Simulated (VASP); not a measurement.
# SnSe (Fm-3m) in VASP: elastic constants with PBE+D3(BJ)

Aim: the elastic constants of SnSe with PBE+D3(BJ).

Everything below comes from runs of VASP 6.6.1. Logs are shortened: lines on timing, memory, paths and dates and some standing lists are left out, and cuts for length are marked.

## 1. The cell of the first run

It takes space group Fm-3m (No. 225, cubic). The conventional cell has a = 5.822 Å, b = 5.822 Å, c = 5.822 Å, α = 90.00°, β = 90.00°, γ = 90.00°. Sn (site symmetry m-3m) has 6 Se at 2.91 Å within 3.8 Å. Se (site symmetry m-3m) has 6 Sn at 2.91 Å within 3.8 Å.

## 2. Elastic constants, PBE+D3(BJ)

The input, INCAR:

```
SYSTEM = SnSe
PREC = Accurate
ENCUT = 600
EDIFF = 1E-8
ISMEAR = 0
SIGMA = 0.01
LREAL = .False.
LASPH = .True.
NELM = 100
ALGO = Normal
ISIF = 3
LWAVE = .False.
LCHARG = .False.
GGA = PE
IVDW = 12
IBRION = 6
NFREE = 2
POTIM = 0.015
NSW = 1
```

The input, KPOINTS:

```
Automatic mesh
0
Gamma
  10 10 10
  0 0 0
```

The input, POSCAR:

```
SnSe
1.0
    0.0000000000      2.9108635342      2.9108635342
    2.9108635342      0.0000000000      2.9108635342
    2.9108635342      2.9108635342      0.0000000000
Sn Se
1 1
Direct
    0.0000000000      0.0000000000      0.0000000000
    0.5000000000      0.5000000000      0.5000000000
```

Potentials or basis: VASP PAW PBE potentials, release 64 (Sn_d, Se).

Command:

```bash
> cat potpaw_PBE.64/Sn_d/POTCAR potpaw_PBE.64/Se/POTCAR > POTCAR
> mpirun -np 1 vasp_std > vasp.out
```

OUTCAR:

```text
SYSTEM = SnSe
   PREC = Accurate
   ENCUT = 600
   EDIFF = 1E-8
   ISMEAR = 0
   LREAL = .False.
   LASPH = .True.
   NELM = 100
   ISIF = 3
   GGA = PE
   IVDW = 12
   IBRION = 6
   NFREE = 2
   POTIM = 0.015
   NSW = 1
 IVDW          = 12

 ion  position               nearest neighbor table
   1  0.000  0.000  0.000-   2 2.91   2 2.91   2 2.91   2 2.91   2 2.91   2 2.91
   2  0.500  0.500  0.500-   1 2.91   1 2.91   1 2.91   1 2.91   1 2.91   1 2.91

  LATTYP: Found a face centered cubic cell.
 ALAT       =     5.8217270684

  Lattice vectors:

 A1 = (   0.0000000000,   2.9108635342,   2.9108635342)
 A2 = (   2.9108635342,   0.0000000000,   2.9108635342)
 A3 = (   2.9108635342,   2.9108635342,   0.0000000000)

Analysis of symmetry for initial positions (statically):
=====================================================================
 Subroutine PRICEL returns:
 Original cell was already a primitive cell.

 Routine SETGRP: Setting up the symmetry group for a
 face centered cubic supercell.

 Subroutine GETGRP returns: Found 48 space group operations
 (whereof 48 operations were pure point group operations)
 out of a pool of 48 trial point group operations.

The static configuration has the point symmetry O_h .

Analysis of symmetry for dynamics (positions and initial velocities):
=====================================================================
 Subroutine PRICEL returns:
 Original cell was already a primitive cell.

 Routine SETGRP: Setting up the symmetry group for a
 face centered cubic supercell.

 Subroutine GETGRP returns: Found 48 space group operations
 (whereof 48 operations were pure point group operations)
 out of a pool of 48 trial point group operations.

The dynamic configuration has the point symmetry O_h .

 Subroutine INISYM returns: Found 48 space group operations
 (whereof 48 operations are pure point group operations),
 and found     1 'primitive' translations

[... 767 lines left out ...]
  ext. energy  EPLUGINS =         0.00000000
  ---------------------------------------------------
  free energy    TOTEN  =        -8.08006184 eV

  energy without entropy =       -8.08006184  energy(sigma->0) =       -8.08006184

 E-fermi :   6.9762     XC(G=0): -10.0631

 val. band max:        6.8954865900   @ k =   0.0000  -0.2000   0.2000
 cond. band min:       7.2810534710   @ k =  -0.4000   0.1000   0.0000
 fundamental gap:      0.3855668811
 Fermi energy:         6.9761613416

 k-point     1 :       0.0000    0.0000    0.0000
  band No.  band energies     occupation
      1     -14.8434      2.00000
      2     -14.8434      2.00000
      3     -14.8409      2.00000
      4     -14.8408      2.00000
      5     -14.8408      2.00000
      6      -7.8358      2.00000
      7       2.0503      2.00000
      8       4.2708      2.00000
      9       4.2716      2.00000
     10       4.2716      2.00000
     11      11.4599      0.00000
     12      11.4599      0.00000
     13      11.4638      0.00000
     14      12.4938      0.00000
[... 424 lines left out ...]
  FREE ENERGIE OF THE ION-ELECTRON SYSTEM (eV)
  ---------------------------------------------------
  free  energy   TOTEN  =        -8.8633949229 eV

  energy  without entropy=       -8.8633949229  energy(sigma->0) =       -8.86339492

 INTERNAL STRAIN TENSORS FROM STRAINED CELLS
 ============================================

 INTERNAL STRAIN TENSOR FOR ION    1 for displacements in x,y,z  (eV/Angst):
          X           Y           Z          XY          YZ          ZX
  --------------------------------------------------------------------------------
  x     0.00000    -0.00000     0.00000     0.00000    -0.00000    -0.00000
  y     0.00000     0.00000    -0.00000    -0.00000    -0.00000     0.00000
  z     0.00000     0.00000    -0.00000     0.00000    -0.00000     0.00000

 INTERNAL STRAIN TENSORS FROM DISPLACED ATOMS
 ============================================

 INTERNAL STRAIN TENSOR FOR ION    1 for displacements in x,y,z  (eV/Angst):
          X           Y           Z          XY          YZ          ZX
  --------------------------------------------------------------------------------
  x     0.00000     0.00000     0.00000     0.00000     0.00000     0.00000
  y     0.00000     0.00000     0.00000     0.00000     0.00000     0.00000
  z     0.00000     0.00000     0.00000     0.00000     0.00000     0.00000

 INTERNAL STRAIN TENSOR FOR ION    2 for displacements in x,y,z  (eV/Angst):
          X           Y           Z          XY          YZ          ZX
  --------------------------------------------------------------------------------
  x     0.00000     0.00000     0.00000     0.00000     0.00000     0.00000
  y     0.00000     0.00000     0.00000     0.00000     0.00000     0.00000
  z     0.00000     0.00000     0.00000     0.00000     0.00000     0.00000

 Eigenvectors and eigenvalues of the dynamical matrix
 ----------------------------------------------------

   1 f  =    2.536208 THz    15.935462 2PiTHz   84.598779 cm-1    10.488907 meV
             X         Y         Z           dx          dy          dz
      0.000000  0.000000  0.000000     0.633608    0.000000   -0.000000
      2.910864  2.910864  2.910864    -0.773655    0.000000   -0.000000
[... 21 lines left out ...]
   6 f/i=    0.005189 THz     0.032601 2PiTHz    0.173076 cm-1     0.021459 meV
             X         Y         Z           dx          dy          dz
      0.000000  0.000000  0.000000     0.002996    0.287186   -0.718371
      2.910864  2.910864  2.910864     0.002454    0.235199   -0.588331

--------------------------------------------------------------------------------------------------------

 ELASTIC MODULI CONTR FROM IONIC RELAXATION (kBar)
 Direction    XX          YY          ZZ          XY          YZ          ZX
 --------------------------------------------------------------------------------
 XX           0.0000      0.0000      0.0000      0.0000      0.0000      0.0000
 YY           0.0000      0.0000      0.0000      0.0000      0.0000      0.0000
 ZZ           0.0000      0.0000      0.0000      0.0000      0.0000      0.0000
 XY           0.0000      0.0000      0.0000      0.0000      0.0000      0.0000
 YZ           0.0000      0.0000      0.0000      0.0000      0.0000      0.0000
 ZX           0.0000      0.0000      0.0000      0.0000      0.0000      0.0000
 --------------------------------------------------------------------------------

 TOTAL ELASTIC MODULI (kBar)
 Direction    XX          YY          ZZ          XY          YZ          ZX
 --------------------------------------------------------------------------------
 XX        1938.5746     73.6878     73.6878     -0.0000      0.0000     -0.0000
 YY          73.6878   1938.5746     73.6878      0.0000      0.0000      0.0000
 ZZ          73.6878     73.6878   1938.5746     -0.0000      0.0000      0.0000
 XY          -0.0000      0.0000     -0.0000    167.6987      0.0000     -0.0000
 YZ           0.0000      0.0000      0.0000      0.0000    167.6987      0.0000
 ZX          -0.0000      0.0000      0.0000     -0.0000      0.0000    167.6987
 --------------------------------------------------------------------------------
```

stdout:

```text
POSCAR found type information on POSCAR SnSe
 POSCAR found :  2 types and       2 ions
 scaLAPACK will be used
 LDA part: xc-table for (Slater+PW92), standard interpolation
 POSCAR, INCAR and KPOINTS ok, starting setup
 FFT: planning ... GRIDC
 FFT: planning ... GRID_SOFT
 FFT: planning ... GRID
 WAVECAR not read
 entering main loop
 Found     2 degrees of freedom:
 Adding 6 more for cell shape distortion
 Finite differences POTIM= 0.01500 DOF=   8
 bond charge predicted
 Finite differences progress:
 bond charge predicted
 Finite differences progress:
 bond charge predicted
 Finite differences progress:
 bond charge predicted
 Finite differences progress:
 bond charge predicted
 Finite differences progress:
 bond charge predicted
 Finite differences progress:
 bond charge predicted
 Finite differences progress:
 bond charge predicted
 Finite differences progress:
 bond charge predicted
 Finite differences progress:
 bond charge predicted
 Finite differences progress:
 bond charge predicted
 Finite differences progress:
 bond charge predicted
 Finite differences progress:
 bond charge predicted
 Finite differences progress:
 bond charge predicted
 Finite differences progress:
 bond charge predicted
 Finite differences progress:
 bond charge predicted
 Finite differences progress:
```

Wall time 13 min (1 thread of Intel Xeon 6975P-C (Granite Rapids), shared host); peak memory 0.53 GiB.

What came out:

```yaml
Elastic_constants_C11_C12_C44: 194, 7, 17 GPa
Voigt_bulk_modulus: 70 GPa
Highest_phonon_frequency_at_Γ_LO-TO_splitting_left_out: 85 cm⁻¹
Dispersion_energy_per_atom: -0.392 eV
```

Phonon frequencies in cm⁻¹ (negative: imaginary):
| q point | frequencies |
| --- | --- |
| (0.000, 0.000, 0.000) | 0 0 0 85 85 85 |

Elastic tensor in Voigt notation (GPa, in the Cartesian axes of the cell as first typed):
```
194   7   7   0   0   0
  7 194   7   0   0   0
  7   7 194   0   0   0
  0   0   0  17   0   0
  0   0   0   0  17   0
  0   0   0   0   0  17
```

Clamped-ion elastic tensor (GPa):
```
194   7   7   0   0   0
  7 194   7   0   0   0
  7   7 194   0   0   0
  0   0   0  17   0   0
  0   0   0   0  17   0
  0   0   0   0   0  17
```

Caveat: the cell is under stress, which shifts elastic constants; spin-orbit coupling is left out, which moves the levels of the heavy elements.
